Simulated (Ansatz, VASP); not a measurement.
# B4AsN3 in VASP and in Ansatz

The input INCAR:

```
SYSTEM = B4AsN3
ALGO     = Normal         ! electronic algorithm
EDIFF    = 1E-6           ! SCF threshold, eV
ENCUT    = 520            ! plane-wave cutoff, eV
GGA      = PE             ! functional
GGA_COMPAT= .False.      
ISIF     = 2              ! what is computed and relaxed
ISMEAR   = 0              ! smearing method
LASPH    = .True.         ! aspherical terms in the spheres
LCHARG   = .False.        ! write CHGCAR
LORBIT   = 11             ! projections on sites
LORBMOM  = .True.       
LREAL    = .False.        ! projectors in reciprocal space
LSORBIT  = .True.         ! spin-orbit coupling
LWAVE    = .False.        ! write WAVECAR
MAGMOM   = 0 0 0 0 0 0 0 0 0 0 0 0 0 0 0 0 0 0 0 0 0 0 0 0 ! initial moments
NBANDS   = 50             ! bands
NELM     = 150            ! most SCF steps
PREC     = Accurate       ! precision mode
SIGMA    = 0.01           ! smearing width, eV
```

Contents of KPOINTS:

```
k-points
0
Gamma
  10 10 10
  0 0 0
```

File POSCAR:

```
B4AsN3
1.0
   -1.9747851057      1.9747851057      3.9215573684
    1.9747851057     -1.9747851057      3.9215573684
    1.9747851057      1.9747851057     -3.9215573684
N B As
3 4 1
Direct
    0.2500000000      0.7500000000      0.5000000000
    0.5000000000      0.5000000000      0.0000000000
    0.7500000000      0.2500000000      0.5000000000
    0.8533537119      0.4188893873      0.0000000000
    0.1466462881      0.1466462881      0.5655356754
    0.4188893873      0.8533537119      0.0000000000
    0.5811106127      0.5811106127      0.4344643246
    0.0000000000      0.0000000000      0.0000000000
```

Input for Ansatz:

```yaml
crystal:
  lattice:
    - [-1.9747851057, 1.9747851057, 3.9215573684]
    - [1.9747851057, -1.9747851057, 3.9215573684]
    - [1.9747851057, 1.9747851057, -3.9215573684]
  atoms:
    - { symbol: "N", position: [0.25, 0.75, 0.5] }
    - { symbol: B, position: [0.8533537119, 0.4188893873, 0.0] }
    - { symbol: "N", position: [0.5, 0.5, 0.0] }
    - { symbol: B, position: [0.1466462881, 0.1466462881, 0.5655356754] }
    - { symbol: "N", position: [0.75, 0.25, 0.5] }
    - { symbol: B, position: [0.4188893873, 0.8533537119, 0.0] }
    - { symbol: As, position: [0.0, 0.0, 0.0] }
    - { symbol: B, position: [0.5811106127, 0.5811106127, 0.4344643246] }
kpoints:
  mp_grid: { grid: [10, 10, 10] }
  band_path:
    path:
      - [0.0, 0.0, 0.0]
      - [0.0, 0.0, 0.5]
      - [0.25, 0.25, 0.25]
      - [0.0, 0.5, 0.0]
      - [0.5, 0.5, -0.5]
      - [0.3133961011, 0.6866038989, -0.3133961011]
      - [-0.3133961011, 0.3133961011, 0.3133961011]
      - [-0.1267922022, 0.1267922022, 0.5]
      - [0.5, 0.5, -0.1267922022]
    npoints: 1
hamiltonian:
  xc: pbe
scf:
  occupations: { method: fixed }
  n_extra_bands: 12
magnetization:
  noncollinear: true
  spin_orbit: true
output:
  forces: true
  stress: true
  eigenvalues: true
```

Alike in both runs: task single point; functional PBE; k mesh 10 × 10 × 10; non-collinear spin, spin-orbit coupling.

|  | VASP | Ansatz |
| --- | --- | --- |
| version | VASP 6.6.1 | Ansatz 0.2.0 |
| potentials or method | VASP PAW PBE potentials, release 64 (N, B, As) | plane waves, PAW |
| plane-wave cutoff (eV) | 520 | 420 |
| occupations | gaussian, width 0.01 eV | fixed |
| valence electrons in the cell | 32 | 42 |

```tsv
	VASP	Ansatz	Ansatz less VASP
pressure (GPa)	3.9	3.1	-0.83
rms of the force components (eV/Å)	0.151	0.104	-0.0468
```

VASP's potentials hold 32 valence electrons a cell and Ansatz's 42, so a difference there can come from the potentials and not from the codes.
